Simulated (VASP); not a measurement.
Write the native input for VASP 6.6.1 that does the following.

```
Task                   : single point
Functional             : PBEsol
Potentials or basis    : VASP PAW PBE potentials, release 64 (Al, Cu)
Cutoff                 : 520 eV
k mesh                 : 16 × 16 × 16
Occupations            : gaussian, width 0.15 eV
Spin                   : no spin polarisation
Dipole correction      : no
Further INCAR settings : ALGO = Fast; EDIFF = 1e-07; NBANDS = 14
```

The structure of AlCu lies in POSCAR:

```
AlCu
1.0
    2.9975090000      0.0000000000      0.0000000000
    0.0000000000      2.9975090000      0.0000000000
    0.0000000000      0.0000000000      2.9975090000
Al Cu
1 1
Direct
    0.0000000000      0.0000000000      0.0000000000
    0.5000000000      0.5000000000      0.4165974147
```

This cell differs from its parent crystal: all Cu atoms moved -0.250 Å, as atom 2 along Cartesian [0 0 1].

These files were run (other wordings do the same):

INCAR

```
PREC = Accurate ; ENCUT = 520
EDIFF = 1E-7 ; ISMEAR = 0
SIGMA = 0.15 ; LREAL = F
LASPH = T ; NELM = 80
ALGO = Fast ; ISIF = 2
LWAVE = F ; LCHARG = F
GGA = PS ; NBANDS = 14
```

KPOINTS

```
Automatic mesh
0
Gamma
  16 16 16
```

Potentials or basis: VASP PAW PBE potentials, release 64 (Al, Cu).

The run is started by

```sh
$ cat potpaw_PBE.64/Al/POTCAR potpaw_PBE.64/Cu/POTCAR > POTCAR
$ mpirun -np 1 vasp_std > vasp.out
```

It gave:

```
Pressure               : -1.6 GPa
Largest force          : 0.932 eV/Å
Band gap on the k mesh : zero (band 7 reaches 12.78 eV, above the bottom of band 8 at 8.05 eV)
```

Caveat: the cell differs from its parent crystal (all Cu atoms moved -0.250 Å, as atom 2 along Cartesian [0 0 1]); the PAW data sets were made with another functional, which shifts forces and pressure a little.

It took 110 s on 1 thread of Intel(R) Xeon(R) Platinum 8488C (Sapphire Rapids) (shared host), peak memory 0.26 GiB.
